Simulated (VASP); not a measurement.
Input of a VASP 6.6.1 run:

INCAR

```
SYSTEM = MgO
ALGO = Normal
EDIFF = 1E-7
EDIFFG = -0.01
ENCUT = 840
GGA = RP
GGA_COMPAT = .False.
IBRION = 2
ISIF = 3
ISMEAR = -1
IVDW = 12
LASPH = .True.
LCHARG = .False.
LREAL = .False.
LWAVE = .False.
NELM = 120
NELMIN = 4
NSW = 60
PREC = Accurate
SIGMA = 0.05
```

Contents of KPOINTS:

```
k-points
0
Gamma
  11 11 11
  0 0 0
```

File POSCAR:

```
MgO
1.0
    0.0000000000      2.0970013927      2.0970013927
    2.0970013927      0.0000000000      2.0970013927
    2.0970013927      2.0970013927      0.0000000000
Mg O
1 1
Direct
    0.0000000000      0.0000000000      0.0000000000
    0.5000000000      0.5000000000      0.5000000000
```

Potentials or basis: VASP PAW PBE potentials, release 64 (Mg_sv, O).

Command:

```sh
$ cat potpaw_PBE.64/Mg_sv/POTCAR potpaw_PBE.64/O/POTCAR > POTCAR
$ mpirun -np 1 vasp_std > vasp.out
```

Question: What does it give for the relaxed cell?

Answer: a = 2.885 Å, b = 2.885 Å, c = 2.885 Å, α = 60.00°, β = 60.00°, γ = 60.00°.

Question: What does it give for the band gap on the k mesh?

Answer: 5.83 eV.

Step by step:
```
step  energy change (eV)  largest force (eV/Å)  pressure (GPa)  volume (Å³)
   1              0.0000                0.0000          -14.59        18.44
   2             -0.0518                0.0000            9.38        16.29
   3             -0.0714                0.0000           -0.01        16.98
```

Caveat: the dispersion term is far too large for a dense solid, which distorts pressure and volume; the PAW data sets were made with another functional, which shifts forces and pressure a little.
